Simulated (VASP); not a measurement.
# Pb (P6_3/mmc) in VASP: a series of runs

The runs below take Pb through single point, with PBEsol.

Program: VASP 6.6.1. These are calculated values, not measurements. Logs are shortened: lines on timing, memory, paths and dates and some standing lists are left out, and cuts for length are marked.

## Step 1: The cell of the first run

The structure is hexagonal, space group P6_3/mmc (No. 194). Conventional cell: a = 3.749 Å, b = 3.749 Å, c = 4.817 Å, α = 90.00°, β = 90.00°, γ = 120.00°. Within 4.3 Å of Pb (site symmetry -6m2) lie 12 Pb at 3.24 to 3.75 Å.

This isn't the form of Pb at room conditions, which is fcc.

## Step 2: Single point, PBEsol

Input file INCAR:

```
SYSTEM = Pb
  ALGO = Fast
  EDIFF = 1E-6
  ENCUT = 520
  GGA = PS
  ISIF = 2
  ISMEAR = 0
  LASPH = .True.
  LCHARG = .False.
  LREAL = .False.
  LWAVE = .False.
  NBANDS = 21
  NELM = 100
  PREC = Accurate
  SIGMA = 0.15
```

Input file KPOINTS:

```
k-points
0
Gamma
  18 18 10
  0 0 0
```

Input file POSCAR:

```
Pb
1.0
    3.7487171046      0.0000000000      0.0000000000
   -1.8743585523      3.2464842441      0.0000000000
    0.0000000000      0.0000000000      4.8173159669
Pb
2
Direct
    0.3333333333      0.6666666667      0.2500000000
    0.6666666667      0.3333333333      0.7500000000
```

Potentials or basis: VASP PAW PBE potentials, release 64 (Pb_d).

The run is started by

```console
$ cat potpaw_PBE.64/Pb_d/POTCAR > POTCAR
$ mpirun -np 1 vasp_std > vasp.out
```

OUTCAR:

```text
SYSTEM = Pb
   EDIFF = 1E-6
   ENCUT = 520
   GGA = PS
   ISIF = 2
   ISMEAR = 0
   LASPH = .True.
   LREAL = .False.
   NELM = 100
   PREC = Accurate

 ion  position               nearest neighbor table
   1  0.333  0.667  0.250-   2 3.24   2 3.24   2 3.24   2 3.24   2 3.24   2 3.24
   2  0.667  0.333  0.750-   1 3.24   1 3.24   1 3.24   1 3.24   1 3.24   1 3.24

  LATTYP: Found a hexagonal cell.
 ALAT       =     3.7487171046
 C/A-ratio  =     1.2850572162

  Lattice vectors:

 A1 = (   3.7487171046,   0.0000000000,   0.0000000000)
 A2 = (  -1.8743585523,   3.2464842441,   0.0000000000)
 A3 = (   0.0000000000,   0.0000000000,   4.8173159669)

Analysis of symmetry for initial positions (statically):
=====================================================================
 Subroutine PRICEL returns:
 Original cell was already a primitive cell.

 Routine SETGRP: Setting up the symmetry group for a
 hexagonal supercell.

 Subroutine GETGRP returns: Found 24 space group operations
 (whereof 12 operations were pure point group operations)
 out of a pool of 24 trial point group operations.

The static configuration has the point symmetry D_3d.
 The point group associated with its full space group is D_6h.

Analysis of symmetry for dynamics (positions and initial velocities):
=====================================================================
 Subroutine PRICEL returns:
 Original cell was already a primitive cell.

 Routine SETGRP: Setting up the symmetry group for a
 hexagonal supercell.

 Subroutine GETGRP returns: Found 24 space group operations
 (whereof 12 operations were pure point group operations)
 out of a pool of 24 trial point group operations.

The dynamic configuration has the point symmetry D_3d.
 The point group associated with its full space group is D_6h.

 Subroutine INISYM returns: Found 24 space group operations
 (whereof 12 operations are pure point group operations),
 and found     1 'primitive' translations

----------------------------------------------------------------------------------------

                                     Primitive cell

  volume of cell :      58.6275

  direct lattice vectors                    reciprocal lattice vectors
     3.748717105  0.000000000  0.000000000     0.266757926  0.154012760  0.000000000
    -1.874358552  3.246484244  0.000000000     0.000000000  0.308025521  0.000000000
     0.000000000  0.000000000  4.817315967     0.000000000  0.000000000  0.207584474

  length of vectors
     3.748717105  3.748717105  4.817315967     0.308025521  0.308025521  0.207584474

  position of ions in fractional coordinates (direct lattice)
     0.333333333  0.666666667  0.250000000
     0.666666667  0.333333333  0.750000000

  ion indices of the primitive-cell ions
   primitive index   ion index
                 1           1
                 2           2

----------------------------------------------------------------------------------------

 KPOINTS: k-points

Automatic generation of k-mesh.
 Grid dimensions read from file:
 generate k-points for:   18   18   10

 Generating k-lattice:

  Cartesian coordinates                     Fractional coordinates (reciprocal lattice)
     0.014819885  0.008556264  0.000000000     0.055555556  0.000000000  0.000000000
     0.000000000  0.017112529  0.000000000     0.000000000  0.055555556  0.000000000
     0.000000000  0.000000000  0.020758447     0.000000000  0.000000000  0.100000000

  Length of vectors
     0.017112529  0.017112529  0.020758447

  Shift w.r.t. Gamma in fractional coordinates (k-lattice)
     0.000000000  0.000000000  0.000000000

 Subroutine IBZKPT returns following result:
 ===========================================

 Found    222 irreducible k-points:

 Following reciprocal coordinates:
            Coordinates               Weight
  0.000000  0.000000  0.000000      1.000000
  0.055556 -0.000000  0.000000      6.000000
  0.111111 -0.000000  0.000000      6.000000
  0.166667  0.000000  0.000000      6.000000
  0.222222  0.000000  0.000000      6.000000
  0.277778 -0.000000  0.000000      6.000000
[... 16 lines left out ...]
  0.333333  0.111111  0.000000     12.000000
  0.388889  0.111111  0.000000     12.000000
 [... further k-points ...]
   k-points           NKPTS =    222   k-points in BZ     NKDIM =    222   number of bands    NBANDS=     21
   number of dos      NEDOS =    301   number of ions     NIONS =      2
   total plane-waves  NPLWV =  28224
   dimension x,y,z NGX =    28 NGY =   28 NGZ =   36
   dimension x,y,z NGXF=    56 NGYF=   56 NGZF=   72
   ions per type =               2
   NGX,Y,Z   is equivalent  to a cutoff of  12.42, 12.42, 12.42 a.u.
   NGXF,Y,Z  is equivalent  to a cutoff of  24.83, 24.83, 24.85 a.u.
 SYSTEM =  Pb
   PREC   = accura    normal or accurate (medium, high low for compatibility)
   ISTART =      0    job   : 0-new  1-cont  2-samecut
   ICHARG =      2    charge: 1-file 2-atom 10-const
   ISPIN  =      1    spin polarized calculation?
   LNONCOLLINEAR =      F non collinear calculations
   LSORBIT =      F    spin-orbit coupling
   LASPH  =      T    aspherical Exc in radial PAW
   ENCUT  =  520.0 eV  38.22 Ry    6.18 a.u.   6.97  6.97  8.96*2*pi/ulx,y,z
   NELM   =    100;   NELMIN=  2; NELMDL= -5     # of ELM steps
   EDIFF  = 0.1E-05   stopping-criterion for ELM
   LREAL  =      F    real-space projection
   EDIFFG = 0.1E-04   stopping-criterion for IOM
   NSW    =      0    number of steps for IOM
   IBRION =     -1    ionic relax: 0-MD 1-quasi-New 2-CG
   NFREE  =      0    steps in history (QN), initial steepest desc. (CG)
   ISIF   =      2    stress and relaxation
   ISYM   =      2    0-nonsym 1-usesym 2-fastsym
   POTIM  = 0.5000    time-step for ionic-motion
   TEBEG  =    0.0;   TEEND  =   0.0 temperature during run
   PSTRESS=    0.0 pullay stress
   NELECT =      28.0000    total number of electrons
   NUPDOWN=      -1.0000    fix difference up-down
   EMIN   =  10.00;   EMAX   =-10.00  energy-range for DOS
   EFERMI =   0.00;   METHOD = LEGACY
   ISMEAR =     0;   SIGMA  =   0.15  broadening in eV -4-tet -1-fermi 0-gaus
   EFERMI_NEDOS =   21; number of points for ismear=-14 and -15
   IALGO  =     68    algorithm
   IMIX   =      4    mixing-type and parameters
     AMIX     =   0.40;   BMIX     =  1.00
     AMIX_MAG =   1.60;   BMIX_MAG =  1.00
  volume/ion in A,a.u.               =      29.31       197.82
  Fermi-wavevector in a.u.,A,eV,Ry     =   1.279658  2.418202 22.279864  1.637524
  Thomas-Fermi vector in A             =   2.412130
   LORBIT       =      0    0 simple, 1 ext, 2 COOP (PROOUT), +10 PAW based schemes
   GGA     = PS    functional components
   LHFCALC =     F    Hartree Fock is set to
   AEXX    =    0.0000 exact exchange contribution
   IVDW    =     0    specifies the selected vdW correction
   LEPSILON=     F    determine dielectric tensor
   LRPA    =     F    only Hartree local field effects (RPA)
 non-spin polarized calculation
 RMM-DIIS sequential band-by-band and
 Gauss-broadening in eV      SIGMA  =   0.15
  energy-cutoff  :      520.00
  volume of cell :       58.63
 maximum number of plane-waves:      1604
 NGX is ok and might be reduce to    28

 number of electron      28.0000007 magnetization

 Free energy of the ion-electron system (eV)
  ---------------------------------------------------
  ext. energy  EPLUGINS =         0.00000000
  ---------------------------------------------------
  free energy    TOTEN  =        -7.74076222 eV

  energy without entropy =       -7.72755224  energy(sigma->0) =       -7.73415723

 E-fermi :   7.5065     XC(G=0): -10.4776

 val. band max:        7.4915088119   @ k =   0.1667   0.0556   0.0000
 cond. band min:       7.5076613955   @ k =   0.3889   0.1667   0.0000
 fundamental gap:      0.0161525836
 Fermi energy:         7.5064868748

 k-point     1 :       0.0000    0.0000    0.0000
  band No.  band energies     occupation
      1      -9.6524      2.00000
      2      -9.6354      2.00000
      3      -9.6354      2.00000
      4      -9.5194      2.00000
      5      -9.5194      2.00000
      6      -9.4794      2.00000
[... 13 lines left out ...]
     20      16.6072      0.00000
     21      18.7873      0.00000

 k-point     2 :       0.0556   -0.0000    0.0000
  band No.  band energies     occupation
      1      -9.6519      2.00000
      2      -9.6390      2.00000
      3      -9.6361      2.00000
      4      -9.5268      2.00000
      5      -9.5161      2.00000
      6      -9.4746      2.00000
[... 13 lines left out ...]
     20      16.3199      0.00000
     21      18.3230      0.00000

 k-point     3 :       0.1111   -0.0000    0.0000
  band No.  band energies     occupation
      1      -9.6523      2.00000
      2      -9.6491      2.00000
      3      -9.6383      2.00000
      4      -9.5413      2.00000
      5      -9.5065      2.00000
      6      -9.4637      2.00000
[... 13 lines left out ...]
     20      15.7719      0.00000
     21      18.1610      0.00000

 k-point     4 :       0.1667    0.0000    0.0000
  band No.  band energies     occupation
      1      -9.6639      2.00000
      2      -9.6583      2.00000
      3      -9.6420      2.00000
      4      -9.5525      2.00000
      5      -9.4915      2.00000
      6      -9.4483      2.00000
[... 13 lines left out ...]
     20      16.2005      0.00000
     21      17.6921      0.00000

 k-point     5 :       0.2222    0.0000    0.0000
  band No.  band energies     occupation
      1      -9.6812      2.00000
      2      -9.6726      2.00000
      3      -9.6473      2.00000
      4      -9.5564      2.00000
      5      -9.4729      2.00000
      6      -9.4283      2.00000
[... 13 lines left out ...]
     20      17.0391      0.00000
     21      17.2346      0.00000
[... 382 lines left out ...]
     20      15.7006      0.00000
     21      16.7645      0.00000

 k-point    22 :       0.2778    0.1111    0.0000
  band No.  band energies     occupation
      1      -9.7408      2.00000
      2      -9.6914      2.00000
      3      -9.6324      2.00000
      4      -9.5764      2.00000
      5      -9.4342      2.00000
      6      -9.3710      2.00000
[... 13 lines left out ...]
     20      15.2815      0.00000
     21      17.7897      0.00000

 k-point    23 :       0.3333    0.1111    0.0000
  band No.  band energies     occupation
      1      -9.7568      2.00000
      2      -9.7061      2.00000
      3      -9.6307      2.00000
      4      -9.5656      2.00000
      5      -9.4332      2.00000
      6      -9.3537      2.00000
[... 13 lines left out ...]
     20      14.9896      0.00000
     21      18.9177      0.00000

 k-point    24 :       0.3889    0.1111    0.0000
  band No.  band energies     occupation
      1      -9.7672      2.00000
      2      -9.7159      2.00000
      3      -9.6295      2.00000
      4      -9.5575      2.00000
      5      -9.4330      2.00000
      6      -9.3641      2.00000
[... 13 lines left out ...]
     20      14.8172      0.00000
     21      19.7614      0.00000

 [... further k-points ...]
[... 5 lines left out ...]
  --------------------------------------------------------------------------------------
  -------------------------------------------------------------------------------------
  Total        0.3574896      0.3574896      2.1737987      0.0000000      0.0000000     -0.0000000
  in kB        9.7695115      9.7695115     59.4057954      0.0000000      0.0000000     -0.0000000
  external PRESSURE =      26.3149394 kB  Pullay stress =       0.0000000 kB

 VOLUME and BASIS-vectors are now :
 -----------------------------------------------------------------------------
  energy-cutoff  :      520.00
  volume of cell :       58.63
      direct lattice vectors                 reciprocal lattice vectors
     3.748717105  0.000000000  0.000000000     0.266757926  0.154012760  0.000000000
    -1.874358552  3.246484244  0.000000000     0.000000000  0.308025521  0.000000000
     0.000000000  0.000000000  4.817315967     0.000000000  0.000000000  0.207584474

 POSITION                                       TOTAL-FORCE (eV/Angst)
 -----------------------------------------------------------------------------------
     -0.00000      2.16432      1.20433        -0.000000      0.000000      0.000000
      1.87436      1.08216      3.61299         0.000000     -0.000000      0.000000
 -----------------------------------------------------------------------------------
    total drift:                               -0.000000      0.000000      0.000000

  FREE ENERGIE OF THE ION-ELECTRON SYSTEM (eV)
  ---------------------------------------------------
  free  energy   TOTEN  =        -7.7407622164 eV

  energy  without entropy=       -7.7275522422  energy(sigma->0) =       -7.73415723
```

It took 3 min on 1 thread of Intel Xeon Platinum 8259CL at 2.50GHz (Skylake/Cascade Lake), shared host; peak memory 0.33 GiB.

What came out:

- Free energy: -7.7408 eV
- Pressure: 2.6 GPa
- Band gap on the k mesh: zero (bands 14 and 15 overlap by 6.49 eV)

Caveat: the PAW data sets were made with another functional, which shifts forces and pressure a little; spin-orbit coupling is left out, which moves the levels of the heavy elements.

## Step 3: Single point, PBEsol

This run uses another cell than the first one, of the same volume but with other edges.

Input file INCAR:

```
PREC = Accurate ; ENCUT = 520
EDIFF = 1E-6 ; ISMEAR = 0
SIGMA = 0.15 ; LREAL = False
LASPH = True ; NELM = 100
ALGO = Fast ; ISIF = 2
LWAVE = False ; LCHARG = True
GGA = PS ; LELF = True
LVHAR = True ; NBANDS = 21
```

Input file KPOINTS:

```
regular mesh
0
Gamma
  18 18 10
```

Input file POSCAR:

```
Pb
1.0
    3.1885865710      0.0000000000      0.0000000000
   -1.5942932855      2.7613969726      0.0000000000
    0.0000000000      0.0000000000      6.6584637968
Pb
2
Direct
    0.3333333333      0.6666666667      0.2500000000
    0.6666666667      0.3333333333      0.7500000000
```

Potentials or basis: VASP PAW PBE potentials, release 64 (Pb_d).

The run is started by

```console
$ cat potpaw_PBE.64/Pb_d/POTCAR > POTCAR
$ mpirun -np 1 vasp_std > vasp.out
```

It took 2.8 min on 1 thread of Intel Xeon Platinum 8259CL at 2.50GHz (Skylake/Cascade Lake), shared host; peak memory 0.33 GiB.

Results (log left out):

- Free energy: -7.6291 eV
- Pressure: 4.5 GPa
- Band gap on the k mesh: zero (bands 14 and 15 overlap by 5.64 eV)

Stress tensor (GPa, compression positive):
```
 8.94  0.00  0.00
 0.00  8.94  0.00
 0.00  0.00 -4.28
```

Levels at points of the mesh, in eV from the Fermi level:
```tsv
k point	band 12	band 13	band 14	band 15	band 16	band 17
(0.00, 0.00, 0.00)	-10.28	-4.73	3.00	6.97	8.84	8.84
(0.50, 0.00, 0.00)	-6.76	-3.92	-3.14	-0.12	1.75	4.06
(0.00, 0.00, 0.50)	-11.46	-1.70	-1.70	9.34	9.34	9.34
(0.50, 0.00, 0.50)	-7.06	-4.02	-4.02	2.23	2.23	4.85
```

Caveat: the cell stands under pressure; the PAW data sets were made with another functional, which shifts forces and pressure a little; spin-orbit coupling is left out, which moves the levels of the heavy elements.
